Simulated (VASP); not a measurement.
# CdSe (P6_3mc) in VASP: single point with PBEsol

Aim: the single point of CdSe with PBEsol.

All numbers are computed with VASP 6.6.1; they aren't measurements. Logs are shortened: lines on timing, memory, paths and dates and some standing lists are left out, and cuts for length are marked.

## 1. The cell of the first run

Symmetry: P6_3mc, No. 186, hexagonal system. Conventional cell: a = 4.303 Å, b = 4.303 Å, c = 7.023 Å, α = 90.00°, β = 90.00°, γ = 120.00°. Cd (site symmetry 3m) has 4 Se at 2.63 to 2.64 Å within 3.5 Å. Se (site symmetry 3m) has 4 Cd at 2.63 to 2.64 Å within 3.5 Å.

## 2. Single point, PBEsol

INCAR reads:

```
SYSTEM = CdSe
ALGO     = Normal         ! electronic algorithm
EDIFF    = 1E-7           ! SCF threshold, eV
ENCUT    = 520            ! plane-wave cutoff, eV
GGA      = PS             ! functional
ISIF     = 2              ! what is computed and relaxed
ISMEAR   = 0              ! smearing method
LASPH    = .True.         ! aspherical terms in the spheres
LCHARG   = .False.        ! write CHGCAR
LREAL    = .False.        ! projectors in reciprocal space
LWAVE    = .False.        ! write WAVECAR
NBANDS   = 26             ! bands
NELM     = 100            ! most SCF steps
PREC     = Accurate       ! precision mode
SIGMA    = 0.02           ! smearing width, eV
```

KPOINTS reads:

```
k-points
0
Gamma
  12 12 6
  0 0 0
```

POSCAR reads:

```
CdSe
1.0
    4.3030109977      0.0000000000      0.0000000000
   -2.1515054988      3.7265168367      0.0000000000
    0.0000000000      0.0000000000      7.0227092713
Cd Se
2 2
Direct
    0.6666666667      0.3333333333      0.5000571733
    0.3333333333      0.6666666667      1.0000571733
    0.6666666667      0.3333333333      0.8758028267
    0.3333333333      0.6666666667      0.3758028267
```

Potentials or basis: VASP PAW PBE potentials, release 64 (Cd, Se).

Started as:

```sh
$ cat potpaw_PBE.64/Cd/POTCAR potpaw_PBE.64/Se/POTCAR > POTCAR
$ mpirun -np 1 vasp_std > vasp.out
```

OUTCAR:

```text
SYSTEM = CdSe
   EDIFF = 1E-7
   ENCUT = 520
   GGA = PS
   ISIF = 2
   ISMEAR = 0
   LASPH = .True.
   LREAL = .False.
   NELM = 100
   PREC = Accurate

 ion  position               nearest neighbor table
   1  0.667  0.333  0.500-   4 2.63   4 2.63   4 2.63   3 2.64
   2  0.333  0.667  0.000-   3 2.63   3 2.63   3 2.63   4 2.64
   3  0.667  0.333  0.876-   2 2.63   2 2.63   2 2.63   1 2.64
   4  0.333  0.667  0.376-   1 2.63   1 2.63   1 2.63   2 2.64

  LATTYP: Found a hexagonal cell.
 ALAT       =     4.3030109977
 C/A-ratio  =     1.6320453922

  Lattice vectors:

 A1 = (   4.3030109977,   0.0000000000,   0.0000000000)
 A2 = (  -2.1515054988,   3.7265168367,   0.0000000000)
 A3 = (   0.0000000000,   0.0000000000,   7.0227092713)

Analysis of symmetry for initial positions (statically):
=====================================================================
 Subroutine PRICEL returns:
 Original cell was already a primitive cell.

 Routine SETGRP: Setting up the symmetry group for a
 hexagonal supercell.

 Subroutine GETGRP returns: Found 12 space group operations
 (whereof  6 operations were pure point group operations)
 out of a pool of 24 trial point group operations.

The static configuration has the point symmetry C_3v.
 The point group associated with its full space group is C_6v.

Analysis of symmetry for dynamics (positions and initial velocities):
=====================================================================
 Subroutine PRICEL returns:
 Original cell was already a primitive cell.

 Routine SETGRP: Setting up the symmetry group for a
 hexagonal supercell.

 Subroutine GETGRP returns: Found 12 space group operations
 (whereof  6 operations were pure point group operations)
 out of a pool of 24 trial point group operations.

The dynamic configuration has the point symmetry C_3v.
 The point group associated with its full space group is C_6v.

 Subroutine INISYM returns: Found 12 space group operations
 (whereof  6 operations are pure point group operations),
 and found     1 'primitive' translations

----------------------------------------------------------------------------------------

                                     Primitive cell

  volume of cell :     112.6108

  direct lattice vectors                    reciprocal lattice vectors
     4.303010998  0.000000000  0.000000000     0.232395409  0.134173552  0.000000000
    -2.151505499  3.726516837  0.000000000     0.000000000  0.268347104  0.000000000
     0.000000000  0.000000000  7.022709271     0.000000000  0.000000000  0.142395187

  length of vectors
     4.303010998  4.303010998  7.022709271     0.268347104  0.268347104  0.142395187

  position of ions in fractional coordinates (direct lattice)
     0.666666667  0.333333333  0.500057173
     0.333333333  0.666666667  0.000057173
     0.666666667  0.333333333  0.875802827
     0.333333333  0.666666667  0.375802827

  ion indices of the primitive-cell ions
   primitive index   ion index
                 1           1
                 2           2
                 3           3
                 4           4

----------------------------------------------------------------------------------------

 KPOINTS: k-points

Automatic generation of k-mesh.
 Grid dimensions read from file:
 generate k-points for:   12   12    6

 Generating k-lattice:

  Cartesian coordinates                     Fractional coordinates (reciprocal lattice)
     0.019366284  0.011181129  0.000000000     0.083333333  0.000000000  0.000000000
     0.000000000  0.022362259  0.000000000     0.000000000  0.083333333  0.000000000
     0.000000000  0.000000000  0.023732531     0.000000000  0.000000000  0.166666667

  Length of vectors
     0.022362259  0.022362259  0.023732531

  Shift w.r.t. Gamma in fractional coordinates (k-lattice)
     0.000000000  0.000000000  0.000000000

 Subroutine IBZKPT returns following result:
 ===========================================

 Found     76 irreducible k-points:

 Following reciprocal coordinates:
            Coordinates               Weight
  0.000000  0.000000  0.000000      1.000000
  0.083333 -0.000000  0.000000      6.000000
  0.166667 -0.000000  0.000000      6.000000
  0.250000 -0.000000  0.000000      6.000000
  0.333333 -0.000000  0.000000      6.000000
  0.416667 -0.000000  0.000000      6.000000
[... 16 lines left out ...]
  0.250000 -0.000000  0.166667     12.000000
  0.333333 -0.000000  0.166667     12.000000
 [... further k-points ...]
   k-points           NKPTS =     76   k-points in BZ     NKDIM =     76   number of bands    NBANDS=     26
   number of dos      NEDOS =    301   number of ions     NIONS =      4
   total plane-waves  NPLWV =  55296
   dimension x,y,z NGX =    32 NGY =   32 NGZ =   54
   dimension x,y,z NGXF=    64 NGYF=   64 NGZF=  108
   ions per type =               2   2
   NGX,Y,Z   is equivalent  to a cutoff of  12.36, 12.36, 12.78 a.u.
   NGXF,Y,Z  is equivalent  to a cutoff of  24.73, 24.73, 25.57 a.u.
 SYSTEM =  CdSe
   PREC   = accura    normal or accurate (medium, high low for compatibility)
   ISTART =      0    job   : 0-new  1-cont  2-samecut
   ICHARG =      2    charge: 1-file 2-atom 10-const
   ISPIN  =      1    spin polarized calculation?
   LNONCOLLINEAR =      F non collinear calculations
   LSORBIT =      F    spin-orbit coupling
   LASPH  =      T    aspherical Exc in radial PAW
   ENCUT  =  520.0 eV  38.22 Ry    6.18 a.u.   8.00  8.00 13.06*2*pi/ulx,y,z
   NELM   =    100;   NELMIN=  2; NELMDL= -5     # of ELM steps
   EDIFF  = 0.1E-06   stopping-criterion for ELM
   LREAL  =      F    real-space projection
   EDIFFG = 0.1E-05   stopping-criterion for IOM
   NSW    =      0    number of steps for IOM
   IBRION =     -1    ionic relax: 0-MD 1-quasi-New 2-CG
   NFREE  =      0    steps in history (QN), initial steepest desc. (CG)
   ISIF   =      2    stress and relaxation
   ISYM   =      2    0-nonsym 1-usesym 2-fastsym
   POTIM  = 0.5000    time-step for ionic-motion
   TEBEG  =    0.0;   TEEND  =   0.0 temperature during run
   PSTRESS=    0.0 pullay stress
   NELECT =      36.0000    total number of electrons
   NUPDOWN=      -1.0000    fix difference up-down
   EMIN   =  10.00;   EMAX   =-10.00  energy-range for DOS
   EFERMI =   0.00;   METHOD = LEGACY
   ISMEAR =     0;   SIGMA  =   0.02  broadening in eV -4-tet -1-fermi 0-gaus
   EFERMI_NEDOS =   21; number of points for ismear=-14 and -15
   IALGO  =     38    algorithm
   IMIX   =      4    mixing-type and parameters
     AMIX     =   0.40;   BMIX     =  1.00
     AMIX_MAG =   1.60;   BMIX_MAG =  1.00
  volume/ion in A,a.u.               =      28.15       189.98
  Fermi-wavevector in a.u.,A,eV,Ry     =   1.119392  2.115344 17.048627  1.253039
  Thomas-Fermi vector in A             =   2.256031
   LORBIT       =      0    0 simple, 1 ext, 2 COOP (PROOUT), +10 PAW based schemes
   GGA     = PS    functional components
   LHFCALC =     F    Hartree Fock is set to
   AEXX    =    0.0000 exact exchange contribution
   IVDW    =     0    specifies the selected vdW correction
   LEPSILON=     F    determine dielectric tensor
   LRPA    =     F    only Hartree local field effects (RPA)
 non-spin polarized calculation
 Gauss-broadening in eV      SIGMA  =   0.02
  energy-cutoff  :      520.00
  volume of cell :      112.61
 maximum number of plane-waves:      3054
   NGX = 17   NGY = 17   NGZ = 27

 number of electron      35.9999998 magnetization

 Free energy of the ion-electron system (eV)
  ---------------------------------------------------
  ext. energy  EPLUGINS =         0.00000000
  ---------------------------------------------------
  free energy    TOTEN  =       -12.35246752 eV

  energy without entropy =      -12.35246752  energy(sigma->0) =      -12.35246752

 E-fermi :   0.9088     XC(G=0):  -9.0877

 val. band max:        0.8098272883   @ k =   0.0000   0.0000   0.0000
 cond. band min:       1.3488003520   @ k =   0.0000   0.0000   0.0000
 fundamental gap:      0.5389730637
 Fermi energy:         0.9088337128

 k-point     1 :       0.0000    0.0000    0.0000
  band No.  band energies     occupation
      1     -11.8170      2.00000
      2     -11.4325      2.00000
      3      -7.0940      2.00000
      4      -7.0874      2.00000
      5      -7.0874      2.00000
      6      -7.0190      2.00000
[... 18 lines left out ...]
     25       7.7594      0.00000
     26       8.3897      0.00000

 k-point     2 :       0.0833   -0.0000    0.0000
  band No.  band energies     occupation
      1     -11.7949      2.00000
      2     -11.4222      2.00000
      3      -7.0880      2.00000
      4      -7.0793      2.00000
      5      -7.0708      2.00000
      6      -7.0097      2.00000
[... 18 lines left out ...]
     25       7.9269      0.00000
     26       8.2545      0.00000

 k-point     3 :       0.1667   -0.0000    0.0000
  band No.  band energies     occupation
      1     -11.7330      2.00000
      2     -11.3949      2.00000
      3      -7.0681      2.00000
      4      -7.0583      2.00000
      5      -7.0245      2.00000
      6      -6.9802      2.00000
[... 18 lines left out ...]
     25       7.9473      0.00000
     26       8.3884      0.00000

 k-point     4 :       0.2500   -0.0000    0.0000
  band No.  band energies     occupation
      1     -11.6446      2.00000
      2     -11.3604      2.00000
      3      -7.0438      2.00000
      4      -7.0330      2.00000
      5      -6.9594      2.00000
      6      -6.9363      2.00000
[... 18 lines left out ...]
     25       8.1592      0.00000
     26       8.6735      0.00000
[... 496 lines left out ...]
      1     -11.7099      2.00000
      2     -11.4167      2.00000
      3      -7.0605      2.00000
      4      -7.0537      2.00000
      5      -7.0158      2.00000
      6      -6.9840      2.00000
[... 18 lines left out ...]
     25       8.1065      0.00000
     26       8.2379      0.00000

 k-point    23 :       0.2500   -0.0000    0.1667
  band No.  band energies     occupation
      1     -11.6247      2.00000
      2     -11.3782      2.00000
      3      -7.0387      2.00000
      4      -7.0269      2.00000
      5      -6.9634      2.00000
      6      -6.9431      2.00000
[... 18 lines left out ...]
     25       8.2123      0.00000
     26       8.8861      0.00000

 k-point    24 :       0.3333   -0.0000    0.1667
  band No.  band energies     occupation
      1     -11.5336      2.00000
      2     -11.3445      2.00000
      3      -7.0214      2.00000
      4      -7.0047      2.00000
      5      -6.9214      2.00000
      6      -6.9032      2.00000
[... 18 lines left out ...]
     25       8.3677      0.00000
     26       9.1422      0.00000

 [... further k-points ...]

------------------------ aborting loop because EDIFF is reached ----------------------------------------

  FORCE on cell =-STRESS in cart. coord.  units (eV):
  Direction    XX          YY          ZZ          XY          YZ          ZX
  --------------------------------------------------------------------------------------
  -------------------------------------------------------------------------------------
  Total        0.2110094      0.2110094      0.2156235      0.0000000      0.0000000      0.0000000
  in kB        3.0021490      3.0021490      3.0677952      0.0000000      0.0000000      0.0000000
  external PRESSURE =       3.0240311 kB  Pullay stress =       0.0000000 kB

 VOLUME and BASIS-vectors are now :
 -----------------------------------------------------------------------------
  energy-cutoff  :      520.00
  volume of cell :      112.61
      direct lattice vectors                 reciprocal lattice vectors
     4.303010998  0.000000000  0.000000000     0.232395409  0.134173552  0.000000000
    -2.151505499  3.726516837  0.000000000     0.000000000  0.268347104  0.000000000
     0.000000000  0.000000000  7.022709271     0.000000000  0.000000000  0.142395187

 POSITION                                       TOTAL-FORCE (eV/Angst)
 -----------------------------------------------------------------------------------
      2.15151      1.24217      3.51176         0.000000     -0.000000      0.001963
     -0.00000      2.48434      0.00040        -0.000000      0.000000      0.001963
      2.15151      1.24217      6.15051        -0.000000      0.000000     -0.001963
     -0.00000      2.48434      2.63915         0.000000      0.000000     -0.001963
 -----------------------------------------------------------------------------------
    total drift:                               -0.000000     -0.000000      0.000177

  FREE ENERGIE OF THE ION-ELECTRON SYSTEM (eV)
  ---------------------------------------------------
  free  energy   TOTEN  =       -12.3524675227 eV

  energy  without entropy=      -12.3524675227  energy(sigma->0) =      -12.35246752
```

Wall time 2.3 min (1 thread of Intel Xeon Platinum 8375C at 2.90GHz (Ice Lake), shared host); peak memory 0.35 GiB.

What came out:

```yaml
Free_energy: -12.3525 eV
Pressure: 0.3 GPa
Band_gap_on_the_k_mesh: 0.54 eV, direct
```

Caveat: the PAW data sets were made with another functional, which shifts forces and pressure a little.
